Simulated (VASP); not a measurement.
Write the native input for VASP 6.6.1 that does the following.

```yaml
Task: electric field gradients
Functional: PBEsol
Potentials_or_basis: VASP PAW PBE potentials, release 64 (Li_sv, O)
Cutoff: 650 eV
k_mesh: 9 × 9 × 9
Occupations: fermi-dirac, width 0.03 eV
Spin: no spin polarisation
Dipole_correction: no
Further_INCAR_settings: ALGO = Normal; EDIFF = 1e-08; NBANDS = 13
```

The structure of Li2O lies in POSCAR:

```
Li2O
1.0
    0.0000000000      2.3547958134      2.3547958134
    2.3547958134      0.0000000000      2.3547958134
    2.3547958134      2.3547958134      0.0000000000
Li O
2 1
Direct
    0.2500000000      0.2500000000      0.2500000000
    0.7500000000      0.7500000000      0.7500000000
    0.0000000000      0.0000000000      0.0000000000
```

This cell differs from its parent crystal: volume scaled by 1.06.

The input as run:

INCAR

```
SYSTEM = Li2O
ALGO     = Normal         ! electronic algorithm
EDIFF    = 1E-8           ! SCF threshold, eV
ENCUT    = 650            ! plane-wave cutoff, eV
GGA      = PS             ! functional
GGA_COMPAT= .FALSE.      
ISIF     = 2              ! what is computed and relaxed
ISMEAR   = -1             ! smearing method
LASPH    = .TRUE.         ! aspherical terms in the spheres
LCHARG   = .FALSE.        ! write CHGCAR
LEFG     = .TRUE.       
LREAL    = .FALSE.        ! projectors in reciprocal space
LWAVE    = .FALSE.        ! write WAVECAR
NBANDS   = 13             ! bands
NELM     = 120            ! most SCF steps
PREC     = Accurate       ! precision mode
SIGMA    = 0.03           ! smearing width, eV
```

KPOINTS

```
k-points
0
G
  9 9 9
  0 0 0
```

Potentials or basis: VASP PAW PBE potentials, release 64 (Li_sv, O).

Command:

```sh
$ cat potpaw_PBE.64/Li_sv/POTCAR potpaw_PBE.64/O/POTCAR > POTCAR
$ mpirun -np 1 vasp_std > vasp.out
```

Results of the run:

```yaml
Pressure: -6.2 GPa
Band_gap_on_the_k_mesh: 4.76 eV, direct
```

Caveat: without QUAD_EFG the Cq values of the log hold for a quadrupole moment of 1 mb, not for the nuclei; the PAW data sets were made with another functional, which shifts forces and pressure a little.

It took 15 s on 1 thread of Intel Xeon 6975P-C, on a shared host, peak memory 0.15 GiB.
